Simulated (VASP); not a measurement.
# NaC8 (P6/mmm) in VASP: single point with PBE+D3(BJ)

Aim: the single point of NaC8 with PBE+D3(BJ).

Everything below comes from runs of VASP 6.6.1. Logs are shortened: lines on timing, memory, paths and dates and some standing lists are left out, and cuts for length are marked.

## 1. The cell of the first run

Symmetry: P6/mmm, No. 191, hexagonal system. The conventional cell has a = 4.976 Å, b = 4.976 Å, c = 4.486 Å, α = 90.00°, β = 90.00°, γ = 120.00°. Within 3.5 Å of Na (site symmetry 6/mmm) lie 12 C at 2.67 Å. C (site symmetry mm2) has 3 C at 1.43 to 1.44 Å within 1.9 Å. C (site symmetry -6m2) has 3 C at 1.43 Å within 1.9 Å.

## 2. Single point, PBE+D3(BJ)

The input, INCAR:

```
SYSTEM = NaC8
  ALGO = Normal
  EDIFF = 1E-6
  ENCUT = 1130
  GGA = PE
  GGA_COMPAT = .False.
  ISIF = 2
  ISMEAR = 0
  IVDW = 12
  LASPH = .True.
  LCHARG = .False.
  LREAL = .False.
  LWAVE = .False.
  NBANDS = 30
  NELM = 120
  PREC = Accurate
  SIGMA = 0.1
```

The input, KPOINTS:

```
k-points
0
Gamma
  6 6 4
  0 0 0
```

The input, POSCAR:

```
NaC8
1.0
    4.9759647000      0.0000000000      0.0000000000
   -2.4879824000      4.3093119000      0.0000000000
    0.0000000000      0.0000000000      4.4859969000
Na C
1 8
Direct
    0.0000000000      0.0000000000      0.5000000000
    0.3346970000      0.1673485000      0.0000000000
    0.3333333000      0.6666667000      0.0000000000
    0.8326515000      0.1673485000      0.0000000000
    0.8326515000      0.6653030000      0.0000000000
    0.1673485000      0.3346970000      0.0000000000
    0.1673485000      0.8326515000      0.0000000000
    0.6666667000      0.3333333000      0.0000000000
    0.6653030000      0.8326515000      0.0000000000
```

Potentials or basis: VASP PAW PBE potentials, release 64 (Na_sv, C).

Launch:

```
> cat potpaw_PBE.64/Na_sv/POTCAR potpaw_PBE.64/C/POTCAR > POTCAR
> mpirun -np 1 vasp_std > vasp.out
```

OUTCAR:

```text
SYSTEM = NaC8
   EDIFF = 1E-6
   ENCUT = 1130
   GGA = PE
   ISIF = 2
   ISMEAR = 0
   IVDW = 12
   LASPH = .True.
   LREAL = .False.
   NELM = 120
   PREC = Accurate
 IVDW          = 12

 ion  position               nearest neighbor table
   1  0.000  0.000  0.500-
   2  0.335  0.167  0.000-   8 1.43   6 1.44   7 1.44
   3  0.333  0.667  0.000-   7 1.43   9 1.43   6 1.43
   4  0.833  0.167  0.000-   8 1.43   6 1.44   9 1.44
   5  0.833  0.665  0.000-   8 1.43   7 1.44   9 1.44
   6  0.167  0.335  0.000-   3 1.43   4 1.44   2 1.44
   7  0.167  0.833  0.000-   3 1.43   5 1.44   2 1.44
   8  0.667  0.333  0.000-   4 1.43   2 1.43   5 1.43
   9  0.665  0.833  0.000-   3 1.43   5 1.44   4 1.44

  LATTYP: Found a hexagonal cell.
 ALAT       =     4.9759647000
 C/A-ratio  =     0.9015331037

  Lattice vectors:

 A1 = (   4.9759647000,   0.0000000000,   0.0000000000)
 A2 = (  -2.4879824000,   4.3093119000,   0.0000000000)
 A3 = (   0.0000000000,   0.0000000000,   4.4859969000)

Analysis of symmetry for initial positions (statically):
=====================================================================
 Subroutine PRICEL returns:
 Original cell was already a primitive cell.

 Routine SETGRP: Setting up the symmetry group for a
 hexagonal supercell.

 Subroutine GETGRP returns: Found 24 space group operations
 (whereof 24 operations were pure point group operations)
 out of a pool of 24 trial point group operations.

The static configuration has the point symmetry D_6h.

Analysis of symmetry for dynamics (positions and initial velocities):
=====================================================================
 Subroutine PRICEL returns:
 Original cell was already a primitive cell.

 Routine SETGRP: Setting up the symmetry group for a
 hexagonal supercell.

 Subroutine GETGRP returns: Found 24 space group operations
 (whereof 24 operations were pure point group operations)
 out of a pool of 24 trial point group operations.

The dynamic configuration has the point symmetry D_6h.

 Subroutine INISYM returns: Found 24 space group operations
 (whereof 24 operations are pure point group operations),
 and found     1 'primitive' translations

----------------------------------------------------------------------------------------

                                     Primitive cell

  volume of cell :      96.1932

  direct lattice vectors                    reciprocal lattice vectors
     4.975964700  0.000000000  0.000000000     0.200966056  0.116027807  0.000000000
    -2.487982400  4.309311900  0.000000000     0.000000000  0.232055610  0.000000000
     0.000000000  0.000000000  4.485996900     0.000000000  0.000000000  0.222915892

  length of vectors
     4.975964700  4.975964778  4.485996900     0.232055613  0.232055610  0.222915892

  position of ions in fractional coordinates (direct lattice)
     0.000000000  0.000000000  0.500000000
     0.334697000  0.167348500  0.000000000
     0.333333300  0.666666700  0.000000000
     0.832651500  0.167348500  0.000000000
     0.832651500  0.665303000  0.000000000
     0.167348500  0.334697000  0.000000000
     0.167348500  0.832651500  0.000000000
     0.666666700  0.333333300  0.000000000
     0.665303000  0.832651500  0.000000000

  ion indices of the primitive-cell ions
   primitive index   ion index
                 1           1
                 2           2
                 3           3
                 4           4
                 5           5
                 6           6
                 7           7
                 8           8
                 9           9

----------------------------------------------------------------------------------------

 KPOINTS: k-points

Automatic generation of k-mesh.
 Grid dimensions read from file:
 generate k-points for:    6    6    4

 Generating k-lattice:

  Cartesian coordinates                     Fractional coordinates (reciprocal lattice)
     0.033494343  0.019337968  0.000000000     0.166666667 -0.000000000  0.000000000
     0.000000000  0.038675935  0.000000000     0.000000000  0.166666667  0.000000000
     0.000000000  0.000000000  0.055728973     0.000000000  0.000000000  0.250000000

  Length of vectors
     0.038675936  0.038675935  0.055728973

  Shift w.r.t. Gamma in fractional coordinates (k-lattice)
     0.000000000  0.000000000  0.000000000

 Subroutine IBZKPT returns following result:
 ===========================================

 Found     21 irreducible k-points:

 Following reciprocal coordinates:
            Coordinates               Weight
  0.000000  0.000000  0.000000      1.000000
  0.166667 -0.000000  0.000000      6.000000
  0.333333 -0.000000  0.000000      6.000000
  0.500000 -0.000000  0.000000      3.000000
  0.166667  0.166667  0.000000      6.000000
  0.333333  0.166667  0.000000     12.000000
[... 13 lines left out ...]
  0.333333  0.166667  0.500000     12.000000
  0.333333  0.333333  0.500000      2.000000
   k-points           NKPTS =     21   k-points in BZ     NKDIM =     21   number of bands    NBANDS=     30
   number of dos      NEDOS =    301   number of ions     NIONS =      9
   total plane-waves  NPLWV = 156800
   dimension x,y,z NGX =    56 NGY =   56 NGZ =   50
   dimension x,y,z NGXF=   112 NGYF=  112 NGZF=  100
   ions per type =               1   8
   NGX,Y,Z   is equivalent  to a cutoff of  18.71, 18.71, 18.53 a.u.
   NGXF,Y,Z  is equivalent  to a cutoff of  37.42, 37.42, 37.06 a.u.
 SYSTEM =  NaC8
   PREC   = accura    normal or accurate (medium, high low for compatibility)
   ISTART =      0    job   : 0-new  1-cont  2-samecut
   ICHARG =      2    charge: 1-file 2-atom 10-const
   ISPIN  =      1    spin polarized calculation?
   LNONCOLLINEAR =      F non collinear calculations
   LSORBIT =      F    spin-orbit coupling
   LASPH  =      T    aspherical Exc in radial PAW
   ENCUT  = 1130.0 eV  83.05 Ry    9.11 a.u.  13.64 13.64 12.30*2*pi/ulx,y,z
   NELM   =    120;   NELMIN=  2; NELMDL= -5     # of ELM steps
   EDIFF  = 0.1E-05   stopping-criterion for ELM
   LREAL  =      F    real-space projection
   EDIFFG = 0.1E-04   stopping-criterion for IOM
   NSW    =      0    number of steps for IOM
   IBRION =     -1    ionic relax: 0-MD 1-quasi-New 2-CG
   NFREE  =      0    steps in history (QN), initial steepest desc. (CG)
   ISIF   =      2    stress and relaxation
   ISYM   =      2    0-nonsym 1-usesym 2-fastsym
   POTIM  = 0.5000    time-step for ionic-motion
   TEBEG  =    0.0;   TEEND  =   0.0 temperature during run
   PSTRESS=    0.0 pullay stress
   NELECT =      41.0000    total number of electrons
   NUPDOWN=      -1.0000    fix difference up-down
   EMIN   =  10.00;   EMAX   =-10.00  energy-range for DOS
   EFERMI =   0.00;   METHOD = LEGACY
   ISMEAR =     0;   SIGMA  =   0.10  broadening in eV -4-tet -1-fermi 0-gaus
   EFERMI_NEDOS =   21; number of points for ismear=-14 and -15
   IALGO  =     38    algorithm
   IMIX   =      4    mixing-type and parameters
     AMIX     =   0.40;   BMIX     =  1.00
     AMIX_MAG =   1.60;   BMIX_MAG =  1.00
  volume/ion in A,a.u.               =      10.69        72.13
  Fermi-wavevector in a.u.,A,eV,Ry     =   1.232030  2.328200 20.652265  1.517899
  Thomas-Fermi vector in A             =   2.366817
   LORBIT       =      0    0 simple, 1 ext, 2 COOP (PROOUT), +10 PAW based schemes
   GGA     = PE    functional components
   LHFCALC =     F    Hartree Fock is set to
   AEXX    =    0.0000 exact exchange contribution
   IVDW    =    12    specifies the selected vdW correction
   LEPSILON=     F    determine dielectric tensor
   LRPA    =     F    only Hartree local field effects (RPA)
 non-spin polarized calculation
 Gauss-broadening in eV      SIGMA  =   0.10
  energy-cutoff  :     1130.00
  volume of cell :       96.19
 maximum number of plane-waves:      8329
 NGX is ok and might be reduce to    56
   NGX = 27   NGY = 27   NGZ = 25

 number of electron      41.0000000 magnetization

 Free energy of the ion-electron system (eV)
  ---------------------------------------------------
  ext. energy  EPLUGINS =         0.00000000
  ---------------------------------------------------
  free energy    TOTEN  =       -75.03214494 eV

  energy without entropy =      -75.02344045  energy(sigma->0) =      -75.02779270

 E-fermi :   5.1513     XC(G=0):  -9.1809

 val. band max:        5.1148342673   @ k =   0.0000   0.0000   0.5000
 cond. band min:       5.2626250905   @ k =   0.0000   0.0000   0.2500
 fundamental gap:      0.1477908232
 Fermi energy:         5.1512897490

 k-point     1 :       0.0000    0.0000    0.0000
  band No.  band energies     occupation
      1     -48.7541      2.00000
      2     -20.6809      2.00000
      3     -20.6798      2.00000
      4     -20.6798      2.00000
      5     -15.3623      2.00000
      6     -10.2174      2.00000
[... 22 lines left out ...]
     29      12.1280      0.00000
     30      12.2221      0.00000

 k-point     2 :       0.1667   -0.0000    0.0000
  band No.  band energies     occupation
      1     -48.7541      2.00000
      2     -20.6809      2.00000
      3     -20.6803      2.00000
      4     -20.6799      2.00000
      5     -15.1991      2.00000
      6     -11.4147      2.00000
[... 22 lines left out ...]
     29      11.7838      0.00000
     30      12.1696      0.00000

 k-point     3 :       0.3333   -0.0000    0.0000
  band No.  band energies     occupation
      1     -48.7541      2.00000
      2     -20.6810      2.00000
      3     -20.6808      2.00000
      4     -20.6801      2.00000
      5     -14.7122      2.00000
      6     -12.7936      2.00000
[... 583 lines left out ...]
     29      12.4468      0.00000
     30      13.5104      0.00000

 k-point    21 :       0.3333    0.3333    0.5000
  band No.  band energies     occupation
      1     -48.7540      2.00000
      2     -20.7031      2.00000
      3     -20.6786      2.00000
      4     -20.6786      2.00000
      5     -13.4428      2.00000
      6     -13.3578      2.00000
[... 22 lines left out ...]
     29      13.5023      0.00000
     30      13.5023      0.00000

------------------------ aborting loop because EDIFF is reached ----------------------------------------

 Edisp (eV)   -1.17259

 E8    (eV) :    -0.3890

  FORCE on cell =-STRESS in cart. coord.  units (eV):
  Direction    XX          YY          ZZ          XY          YZ          ZX
  --------------------------------------------------------------------------------------
  -------------------------------------------------------------------------------------
  Total       0.02999     0.02999     0.00882    -0.00000     0.00000    -0.00000
  in kB       0.49949     0.49949     0.14692    -0.00000     0.00000    -0.00000
  external pressure =        0.38 kB  Pullay stress =        0.00 kB

 VOLUME and BASIS-vectors are now :
 -----------------------------------------------------------------------------
  energy-cutoff  :     1130.00
  volume of cell :       96.19
      direct lattice vectors                 reciprocal lattice vectors
     4.975964700  0.000000000  0.000000000     0.200966056  0.116027807  0.000000000
    -2.487982400  4.309311900  0.000000000     0.000000000  0.232055610  0.000000000
     0.000000000  0.000000000  4.485996900     0.000000000  0.000000000  0.222915892

 POSITION                                       TOTAL-FORCE (eV/Angst)
 -----------------------------------------------------------------------------------
      0.00000      0.00000      2.24300         0.000000      0.000000      0.000000
      1.24908      0.72116      0.00000        -0.011696     -0.006753     -0.000000
     -0.00000      2.87287      0.00000         0.000000      0.000000     -0.000000
      3.72688      0.72116      0.00000         0.011696     -0.006753     -0.000000
      2.48798      2.86700      0.00000        -0.000000      0.013506     -0.000000
     -0.00000      1.44231      0.00000         0.000000     -0.013506      0.000000
     -1.23890      3.58816      0.00000        -0.011696      0.006753      0.000000
      2.48798      1.43644      0.00000        -0.000000      0.000000      0.000000
      1.23890      3.58816      0.00000         0.011696      0.006753      0.000000
 -----------------------------------------------------------------------------------
    total drift:                               -0.000000     -0.000000     -0.000000

  FREE ENERGIE OF THE ION-ELECTRON SYSTEM (eV)
  ---------------------------------------------------
  free  energy   TOTEN  =       -76.2047342984 eV

  energy  without entropy=      -76.1960298088  energy(sigma->0) =      -76.20038205
```

Wall time 2.5 min (1 thread of AMD EPYC 7R43 (Zen 3), shared host); peak memory 0.44 GiB.

Results:

```
Free energy                : -76.2047 eV
Pressure                   : 0.0 GPa
Largest force              : 0.014 eV/Å
Band gap on the k mesh     : zero (an odd number of electrons rules out a gap without spin polarisation)
Dispersion energy per atom : -0.130 eV
```

Forces on the atoms (eV/Å):
```
Na   0.000  0.000  0.000
C   -0.012 -0.007  0.000
C    0.000  0.000  0.000
C    0.012 -0.007  0.000
C    0.000  0.014  0.000
C    0.000 -0.014  0.000
C   -0.012  0.007  0.000
C    0.000  0.000  0.000
C    0.012  0.007  0.000
```

Levels at points of the mesh, in eV from the Fermi level:
| k point | band 18 | band 19 | band 20 | band 21 | band 22 | band 23 |
| --- | --- | --- | --- | --- | --- | --- |
| (0.00, 0.00, 0.00) | -3.80 | -3.80 | -3.40 | 0.30 | 0.37 | 0.37 |
| (0.50, 0.00, 0.00) | -6.08 | -4.14 | -3.88 | 1.40 | 1.46 | 2.20 |
| (0.00, 0.00, 0.50) | -4.00 | -4.00 | -3.65 | -0.12 | -0.12 | -0.04 |
| (0.50, 0.00, 0.50) | -6.07 | -4.40 | -4.22 | 1.15 | 1.31 | 4.94 |

Caveat: an odd number of electrons without spin polarisation forces a metal; a magnetic or distorted state may lie lower.

The gap in the log of VASP goes by the Fermi energy; the results here count the filled bands.